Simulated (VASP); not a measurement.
# SnO2 in VASP: a series of runs

The runs below take SnO2 through single point, with LDA.

Everything below comes from runs of VASP 6.6.1. Logs are shortened: lines on timing, memory, paths and dates and some standing lists are left out, and cuts for length are marked.

## 1. The cell of the first run

The structure is orthorhombic, space group Pnnm (No. 58). The conventional cell has a = 4.721 Å, b = 4.721 Å, c = 3.189 Å, α = 90.00°, β = 90.00°, γ = 90.00°. Within 2.8 Å of Sn (site symmetry 2/m) lie 6 O at 2.10 to 2.11 Å. Within 2.9 Å of O (site symmetry m) lie 3 Sn at 2.10 to 2.11 Å and 6 O at 2.50 to 2.85 Å.

## 2. Single point, LDA (atoms displaced along a vibrational mode)

INCAR reads:

```
SYSTEM = SnO2
  ALGO = Normal
  EDIFF = 1E-7
  ENCUT = 520
  ISIF = 2
  ISMEAR = 0
  LASPH = .TRUE.
  LCHARG = .FALSE.
  LREAL = .FALSE.
  LWAVE = .FALSE.
  NBANDS = 35
  NELM = 60
  PREC = Accurate
  SIGMA = 0.05
```

KPOINTS reads:

```
k-points
0
G
  6 6 8
  0 0 0
```

POSCAR reads:

```
SnO2
1.0
    4.7207174017      0.0000000000      0.0000000000
    0.0000000000      4.7207174017      0.0000000000
    0.0000000000      0.0000000000      3.1887553105
Sn O
2 4
Direct
    0.0000000000      0.0000000000      0.0000000000
    0.5000000000      0.5000000000      0.5000000000
    0.2344479741      0.3777651251      0.0000000000
    0.2655520259      0.8777651251      0.5000000000
    0.7655520259      0.6222348749      0.0000000000
    0.7344479741      0.1222348749      0.5000000000
```

Potentials or basis: VASP PAW LDA potentials, release 64 (Sn_d, O).

Command:

```sh
> cat potpaw_LDA.64/Sn_d/POTCAR potpaw_LDA.64/O/POTCAR > POTCAR
> mpirun -np 1 vasp_std > vasp.out
```

OUTCAR:

```text
SYSTEM = SnO2
   EDIFF = 1E-7
   ENCUT = 520
   ISIF = 2
   ISMEAR = 0
   LASPH = .TRUE.
   LREAL = .FALSE.
   NELM = 60
   PREC = Accurate

 ion  position               nearest neighbor table
   1  0.000  0.000  0.000-   3 2.10   5 2.10   4 2.11   6 2.11   4 2.11   6 2.11   2 3.70   2 3.70
                             2 3.70   2 3.70   2 3.70   2 3.70   2 3.70   2 3.70
   2  0.500  0.500  0.500-   4 2.10   6 2.10   5 2.11   3 2.11   3 2.11   5 2.11   1 3.70   1 3.70
                             1 3.70   1 3.70   1 3.70   1 3.70   1 3.70   1 3.70
   3  0.234  0.378  0.000-   1 2.10   2 2.11   2 2.11
   4  0.266  0.878  0.500-   2 2.10   1 2.11   1 2.11
   5  0.766  0.622  0.000-   1 2.10   2 2.11   2 2.11
   6  0.734  0.122  0.500-   2 2.10   1 2.11   1 2.11

  LATTYP: Found a simple tetragonal cell.
 ALAT       =     4.7207174017
 C/A-ratio  =     0.6754810846

  Lattice vectors:

 A1 = (   4.7207174017,   0.0000000000,   0.0000000000)
 A2 = (   0.0000000000,   4.7207174017,   0.0000000000)
 A3 = (   0.0000000000,   0.0000000000,   3.1887553105)

Analysis of symmetry for initial positions (statically):
=====================================================================
 Subroutine PRICEL returns:
 Original cell was already a primitive cell.

 Routine SETGRP: Setting up the symmetry group for a
 simple tetragonal supercell.

 Subroutine GETGRP returns: Found  8 space group operations
 (whereof  4 operations were pure point group operations)
 out of a pool of 16 trial point group operations.

The static configuration has the point symmetry C_2h.
 The point group associated with its full space group is D_2h.

Analysis of symmetry for dynamics (positions and initial velocities):
=====================================================================
 Subroutine PRICEL returns:
 Original cell was already a primitive cell.

 Routine SETGRP: Setting up the symmetry group for a
 simple tetragonal supercell.

 Subroutine GETGRP returns: Found  8 space group operations
 (whereof  4 operations were pure point group operations)
 out of a pool of 16 trial point group operations.

The dynamic configuration has the point symmetry C_2h.
 The point group associated with its full space group is D_2h.

 Subroutine INISYM returns: Found  8 space group operations
 (whereof  4 operations are pure point group operations),
 and found     1 'primitive' translations

----------------------------------------------------------------------------------------

                                     Primitive cell

  volume of cell :      71.0620

  direct lattice vectors                    reciprocal lattice vectors
     4.720717402  0.000000000  0.000000000     0.211832210  0.000000000  0.000000000
     0.000000000  4.720717402  0.000000000     0.000000000  0.211832210  0.000000000
     0.000000000  0.000000000  3.188755310     0.000000000  0.000000000  0.313601987

  length of vectors
     4.720717402  4.720717402  3.188755310     0.211832210  0.211832210  0.313601987

  position of ions in fractional coordinates (direct lattice)
     0.000000000  0.000000000  0.000000000
     0.500000000  0.500000000  0.500000000
     0.234447974  0.377765125  0.000000000
     0.265552026  0.877765125  0.500000000
     0.765552026  0.622234875  0.000000000
     0.734447974  0.122234875  0.500000000

  ion indices of the primitive-cell ions
   primitive index   ion index
                 1           1
                 2           2
                 3           3
                 4           4
                 5           5
                 6           6

----------------------------------------------------------------------------------------

 KPOINTS: k-points

Automatic generation of k-mesh.
 Grid dimensions read from file:
 generate k-points for:    6    6    8

 Generating k-lattice:

  Cartesian coordinates                     Fractional coordinates (reciprocal lattice)
     0.035305368  0.000000000  0.000000000     0.166666667  0.000000000  0.000000000
     0.000000000  0.035305368  0.000000000     0.000000000  0.166666667  0.000000000
     0.000000000  0.000000000  0.039200248     0.000000000  0.000000000  0.125000000

  Length of vectors
     0.035305368  0.035305368  0.039200248

  Shift w.r.t. Gamma in fractional coordinates (k-lattice)
     0.000000000  0.000000000  0.000000000

 Subroutine IBZKPT returns following result:
 ===========================================

 Found     80 irreducible k-points:

 Following reciprocal coordinates:
            Coordinates               Weight
  0.000000  0.000000  0.000000      1.000000
  0.166667  0.000000  0.000000      2.000000
  0.000000  0.166667  0.000000      2.000000
  0.333333  0.000000  0.000000      2.000000
  0.000000  0.333333  0.000000      2.000000
  0.500000  0.000000  0.000000      1.000000
[... 16 lines left out ...]
  0.000000  0.500000  0.125000      2.000000
  0.166667  0.166667  0.125000      8.000000
 [... further k-points ...]
   k-points           NKPTS =     80   k-points in BZ     NKDIM =     80   number of bands    NBANDS=     35
   number of dos      NEDOS =    301   number of ions     NIONS =      6
   total plane-waves  NPLWV =  31104
   dimension x,y,z NGX =    36 NGY =   36 NGZ =   24
   dimension x,y,z NGXF=    72 NGYF=   72 NGZF=   48
   ions per type =               2   4
   NGX,Y,Z   is equivalent  to a cutoff of  12.68, 12.68, 12.51 a.u.
   NGXF,Y,Z  is equivalent  to a cutoff of  25.36, 25.36, 25.02 a.u.
 SYSTEM =  SnO2
   PREC   = accura    normal or accurate (medium, high low for compatibility)
   ISTART =      0    job   : 0-new  1-cont  2-samecut
   ICHARG =      2    charge: 1-file 2-atom 10-const
   ISPIN  =      1    spin polarized calculation?
   LNONCOLLINEAR =      F non collinear calculations
   LSORBIT =      F    spin-orbit coupling
   LASPH  =      T    aspherical Exc in radial PAW
   ENCUT  =  520.0 eV  38.22 Ry    6.18 a.u.   8.78  8.78  5.93*2*pi/ulx,y,z
   NELM   =     60;   NELMIN=  2; NELMDL= -5     # of ELM steps
   EDIFF  = 0.1E-06   stopping-criterion for ELM
   LREAL  =      F    real-space projection
   EDIFFG = 0.1E-05   stopping-criterion for IOM
   NSW    =      0    number of steps for IOM
   IBRION =     -1    ionic relax: 0-MD 1-quasi-New 2-CG
   NFREE  =      0    steps in history (QN), initial steepest desc. (CG)
   ISIF   =      2    stress and relaxation
   ISYM   =      2    0-nonsym 1-usesym 2-fastsym
   POTIM  = 0.5000    time-step for ionic-motion
   TEBEG  =    0.0;   TEEND  =   0.0 temperature during run
   PSTRESS=    0.0 pullay stress
   NELECT =      52.0000    total number of electrons
   NUPDOWN=      -1.0000    fix difference up-down
   EMIN   =  10.00;   EMAX   =-10.00  energy-range for DOS
   EFERMI =   0.00;   METHOD = LEGACY
   ISMEAR =     0;   SIGMA  =   0.05  broadening in eV -4-tet -1-fermi 0-gaus
   EFERMI_NEDOS =   21; number of points for ismear=-14 and -15
   IALGO  =     38    algorithm
   IMIX   =      4    mixing-type and parameters
     AMIX     =   0.40;   BMIX     =  1.00
     AMIX_MAG =   1.60;   BMIX_MAG =  1.00
  volume/ion in A,a.u.               =      11.84        79.92
  Fermi-wavevector in a.u.,A,eV,Ry     =   1.475243  2.787805 29.610927  2.176342
  Thomas-Fermi vector in A             =   2.589916
   LORBIT       =      0    0 simple, 1 ext, 2 COOP (PROOUT), +10 PAW based schemes
   GGA     = CA    functional components
   LHFCALC =     F    Hartree Fock is set to
   AEXX    =    0.0000 exact exchange contribution
   IVDW    =     0    specifies the selected vdW correction
   LEPSILON=     F    determine dielectric tensor
   LRPA    =     F    only Hartree local field effects (RPA)
 non-spin polarized calculation
 Gauss-broadening in eV      SIGMA  =   0.05
  energy-cutoff  :      520.00
  volume of cell :       71.06
 maximum number of plane-waves:      1934
   NGX = 17   NGY = 17   NGZ = 11

 number of electron      51.9999991 magnetization

 Free energy of the ion-electron system (eV)
  ---------------------------------------------------
  ext. energy  EPLUGINS =         0.00000000
  ---------------------------------------------------
  free energy    TOTEN  =       -41.57395357 eV

  energy without entropy =      -41.57395357  energy(sigma->0) =      -41.57395357

 E-fermi :   6.1981     XC(G=0): -11.9249

 val. band max:        5.9713264177   @ k =   0.3333   0.0000   0.0000
 cond. band min:       7.0356031128   @ k =   0.0000   0.0000   0.0000
 fundamental gap:      1.0642766951
 Fermi energy:         6.1980536419

 k-point     1 :       0.0000    0.0000    0.0000
  band No.  band energies     occupation
      1     -14.8571      2.00000
      2     -14.2083      2.00000
      3     -14.0448      2.00000
      4     -13.9989      2.00000
      5     -13.9757      2.00000
      6     -13.9140      2.00000
[... 27 lines left out ...]
     34      17.7904      0.00000
     35      17.9737      0.00000

 k-point     2 :       0.1667    0.0000    0.0000
  band No.  band energies     occupation
      1     -14.8165      2.00000
      2     -14.2438      2.00000
      3     -14.0415      2.00000
      4     -13.9960      2.00000
      5     -13.9754      2.00000
      6     -13.9423      2.00000
[... 27 lines left out ...]
     34      17.3421      0.00000
     35      18.8630      0.00000

 k-point     3 :       0.0000    0.1667    0.0000
  band No.  band energies     occupation
      1     -14.8181      2.00000
      2     -14.2460      2.00000
      3     -14.0430      2.00000
      4     -13.9956      2.00000
      5     -13.9752      2.00000
      6     -13.9435      2.00000
[... 27 lines left out ...]
     34      17.6176      0.00000
     35      18.3655      0.00000

 k-point     4 :       0.3333    0.0000    0.0000
  band No.  band energies     occupation
      1     -14.7017      2.00000
      2     -14.3616      2.00000
      3     -14.0320      2.00000
      4     -13.9886      2.00000
      5     -13.9879      2.00000
      6     -13.9761      2.00000
[... 27 lines left out ...]
     34      17.8585      0.00000
     35      18.5222      0.00000

 k-point     5 :       0.0000    0.3333    0.0000
  band No.  band energies     occupation
      1     -14.7070      2.00000
      2     -14.3680      2.00000
      3     -14.0366      2.00000
      4     -13.9927      2.00000
      5     -13.9875      2.00000
      6     -13.9755      2.00000
[... 638 lines left out ...]
 k-point    22 :       0.5000    0.0000    0.1250
  band No.  band energies     occupation
      1     -14.5147      2.00000
      2     -14.5147      2.00000
      3     -14.0929      2.00000
      4     -14.0929      2.00000
      5     -13.9687      2.00000
      6     -13.9687      2.00000
[... 27 lines left out ...]
     34      17.4467      0.00000
     35      19.0199      0.00000

 k-point    23 :       0.0000    0.5000    0.1250
  band No.  band energies     occupation
      1     -14.5123      2.00000
      2     -14.5123      2.00000
      3     -14.1011      2.00000
      4     -14.1011      2.00000
      5     -13.9631      2.00000
      6     -13.9631      2.00000
[... 27 lines left out ...]
     34      17.3655      0.00000
     35      18.1213      0.00000

 k-point    24 :       0.1667    0.1667    0.1250
  band No.  band energies     occupation
      1     -14.7290      2.00000
      2     -14.2583      2.00000
      3     -14.1043      2.00000
      4     -14.0864      2.00000
      5     -14.0093      2.00000
      6     -13.9298      2.00000
[... 27 lines left out ...]
     34      17.1758      0.00000
     35      18.5204      0.00000

 [... further k-points ...]
[... 5 lines left out ...]
  --------------------------------------------------------------------------------------
  -------------------------------------------------------------------------------------
  Total       -3.3280310     -2.6423018     -3.7665539      0.0000000      0.0000000      0.0000000
  in kB      -75.0344577    -59.5738692    -84.9214826      0.0000000      0.0000000      0.0000000
  external PRESSURE =     -73.1766032 kB  Pullay stress =       0.0000000 kB

 VOLUME and BASIS-vectors are now :
 -----------------------------------------------------------------------------
  energy-cutoff  :      520.00
  volume of cell :       71.06
      direct lattice vectors                 reciprocal lattice vectors
     4.720717402  0.000000000  0.000000000     0.211832210  0.000000000  0.000000000
     0.000000000  4.720717402  0.000000000     0.000000000  0.211832210  0.000000000
     0.000000000  0.000000000  3.188755310     0.000000000  0.000000000  0.313601987

 POSITION                                       TOTAL-FORCE (eV/Angst)
 -----------------------------------------------------------------------------------
      0.00000      0.00000      0.00000         0.000000     -0.000000      0.000000
      2.36036      2.36036      1.59438         0.000000     -0.000000      0.000000
      1.10676      1.78332      0.00000         1.275254     -0.435822      0.000000
      1.25360      4.14368      1.59438        -1.275254     -0.435822      0.000000
      3.61395      2.93740      0.00000        -1.275254      0.435822      0.000000
      3.46712      0.57704      1.59438         1.275254      0.435822      0.000000
 -----------------------------------------------------------------------------------
    total drift:                                0.000000      0.000000      0.000000

  FREE ENERGIE OF THE ION-ELECTRON SYSTEM (eV)
  ---------------------------------------------------
  free  energy   TOTEN  =       -41.5739535693 eV

  energy  without entropy=      -41.5739535693  energy(sigma->0) =      -41.57395357
```

Wall time 3.7 min (1 thread of Intel Xeon 8259CL, shared host); peak memory 0.26 GiB.

Results:

```
Free energy            : -41.5740 eV
Pressure               : -7.3 GPa
Largest force          : 1.348 eV/Å
Band gap on the k mesh : 1.06 eV (least direct gap 1.09 eV)
```

Forces in eV/Å, atoms in the order of the input:
```
Sn   0.000  0.000  0.000
Sn   0.000  0.000  0.000
O    1.275 -0.436  0.000
O   -1.275 -0.436  0.000
O   -1.275  0.436  0.000
O    1.275  0.436  0.000
```

Caveat: the cell differs from its parent crystal (atoms displaced along a vibrational mode); the cell stands under tension; spin-orbit coupling is left out, which moves the levels of the heavy elements; forces of over 1 eV/Å act on the atoms, so gaps and moduli don't describe the material at rest. A k mesh can miss the band edges.

## 3. Single point, LDA (atoms displaced along a vibrational mode)

INCAR reads:

```
PREC = Accurate
ENCUT = 520
EDIFF = 1E-7
ISMEAR = 0
SIGMA = 0.05
LREAL = F
LASPH = T
NELM = 80
ALGO = Normal
ISIF = 2
LWAVE = F
LCHARG = F
GGA = CA
NBANDS = 35
```

KPOINTS reads:

```
Automatic mesh
0
Gamma
  6 6 8
```

POSCAR reads:

```
SnO2
1.0
    4.7207174017      0.0000000000      0.0000000000
    0.0000000000      4.7207174017      0.0000000000
    0.0000000000      0.0000000000      3.1887553105
Sn O
2 4
Direct
    0.0000000000      0.0000000000      0.0000000000
    0.5000000000      0.5000000000      0.5000000000
    0.2165333303      0.3956797689      0.0000000000
    0.2834666697      0.8956797689      0.5000000000
    0.7834666697      0.6043202311      0.0000000000
    0.7165333303      0.1043202311      0.5000000000
```

Potentials or basis: VASP PAW LDA potentials, release 64 (Sn_d, O).

Command:

```sh
> cat potpaw_LDA.64/Sn_d/POTCAR potpaw_LDA.64/O/POTCAR > POTCAR
> mpirun -np 1 vasp_std > vasp.out
```

It took 3.6 min on 1 thread of Intel Xeon 8259CL, shared host; peak memory 0.26 GiB.

Results (log left out):

| Quantity | Value |
| --- | --- |
| Free energy | -40.7735 eV |
| Pressure | -8.8 GPa |
| Largest force | 2.433 eV/Å |
| Band gap on the k mesh | 0.46 eV (least direct gap 0.49 eV) |

Forces on the atoms (eV/Å):
```
Sn   0.000  0.000  0.000
Sn   0.000  0.000  0.000
O    2.279 -0.853  0.000
O   -2.279 -0.853  0.000
O   -2.279  0.853  0.000
O    2.279  0.853  0.000
```

Stress tensor (GPa, compression positive):
```
 -5.80   0.00   0.00
  0.00  -8.52   0.00
  0.00   0.00 -12.08
```

Levels at points of the mesh, in eV from the valence-band top:
```tsv
k point	band 23	band 24	band 25	band 26	band 27	band 28	band 29	band 30
(0.00, 0.00, 0.00)	-1.06	-1.03	-0.33	-0.03	0.46	4.35	5.91	6.28
(0.50, 0.00, 0.00)	-1.48	-1.48	-0.77	-0.77	2.78	2.78	5.38	5.38
(0.00, 0.50, 0.00)	-1.28	-1.28	-0.53	-0.53	3.42	3.42	7.15	7.15
(0.50, 0.50, 0.00)	-1.79	-1.79	-0.48	-0.48	3.87	3.87	5.77	5.77
(0.00, 0.00, 0.50)	-2.22	-2.22	-0.15	-0.15	4.03	4.03	7.70	7.70
(0.50, 0.00, 0.50)	-1.84	-1.84	-0.78	-0.78	4.61	4.61	7.06	7.06
(0.00, 0.50, 0.50)	-1.58	-1.58	0.00	0.00	4.13	4.13	5.79	5.79
(0.50, 0.50, 0.50)	-1.81	-1.81	-0.57	-0.57	3.71	3.71	7.76	7.76
```

Caveat: the cell differs from its parent crystal (atoms displaced along a vibrational mode); the cell stands under tension; spin-orbit coupling is left out, which moves the levels of the heavy elements; forces of over 1 eV/Å act on the atoms, so gaps and moduli don't describe the material at rest. A k mesh can miss the band edges.

## 4. Single point, LDA (atoms displaced along a vibrational mode)

INCAR reads:

```
ALGO     = Normal         # electronic algorithm
EDIFF    = 1E-6           # SCF threshold, eV
ENCUT    = 520            # plane-wave cutoff, eV
ISIF     = 2              # what is computed and relaxed
ISMEAR   = 0              # smearing method
LASPH    = True           # aspherical terms in the spheres
LCHARG   = True           # write CHGCAR
LELF     = True           # ELF
LREAL    = False          # projectors in reciprocal space
LVHAR    = True         
LWAVE    = False          # write WAVECAR
NBANDS   = 35             # bands
NELM     = 80             # most SCF steps
PREC     = Accurate       # precision mode
SIGMA    = 0.05           # smearing width, eV
```

KPOINTS reads:

```
k-points
0
Gamma
  6 6 8
```

POSCAR reads:

```
SnO2
1.0
    4.7207174017      0.0000000000      0.0000000000
    0.0000000000      4.7207174017      0.0000000000
    0.0000000000      0.0000000000      3.1887553105
Sn O
2 4
Direct
    0.0000000000      0.0000000000      0.0000000000
    0.5000000000      0.5000000000      0.5000000000
    0.2523626180      0.3598504812      0.0000000000
    0.2476373820      0.8598504812      0.5000000000
    0.7476373820      0.6401495188      0.0000000000
    0.7523626180      0.1401495188      0.5000000000
```

Command:

```sh
> cat potpaw_LDA.64/Sn_d/POTCAR potpaw_LDA.64/O/POTCAR > POTCAR
> mpirun -np 1 vasp_std > vasp.out
```

It took 3.4 min on 1 thread of Intel Xeon 8259CL, shared host; peak memory 0.26 GiB.

It converged, with:

```yaml
Free_energy: -41.9933 eV
Pressure: -4.4 GPa
Largest_force: 0.674 eV/Å
Band_gap_on_the_k_mesh: 1.39 eV (least direct gap 1.51 eV)
```

Forces in eV/Å, atoms in the order of the input:
```
Sn   0.000  0.000  0.000
Sn   0.000  0.000  0.000
O    0.644 -0.200  0.000
O   -0.644 -0.200  0.000
O   -0.644  0.200  0.000
O    0.644  0.200  0.000
```

Stress tensor (GPa, compression positive):
```
-5.70  0.00  0.00
 0.00 -2.94  0.00
 0.00  0.00 -4.69
```

Levels at points of the mesh, in eV from the valence-band top:
```tsv
k point	band 24	band 25	band 26	band 27	band 28	band 29
(0.00, 0.00, 0.00)	-0.36	-0.31	-0.12	1.39	5.78	6.38
(0.50, 0.00, 0.00)	-0.91	0.00	0.00	3.88	3.88	6.29
(0.00, 0.50, 0.00)	-0.88	-0.42	-0.42	4.51	4.51	7.78
(0.50, 0.50, 0.00)	-1.10	-0.36	-0.36	4.81	4.81	7.14
(0.00, 0.00, 0.50)	-1.52	-0.47	-0.47	5.72	5.72	9.30
(0.50, 0.00, 0.50)	-0.88	-0.54	-0.54	6.13	6.13	8.10
(0.00, 0.50, 0.50)	-0.90	-0.19	-0.19	5.78	5.78	7.36
(0.50, 0.50, 0.50)	-0.87	-0.28	-0.28	4.68	4.68	8.89
```

Caveat: the cell differs from its parent crystal (atoms displaced along a vibrational mode); the cell stands under tension; spin-orbit coupling is left out, which moves the levels of the heavy elements. A k mesh can miss the band edges.

[end of part 1 of 2]
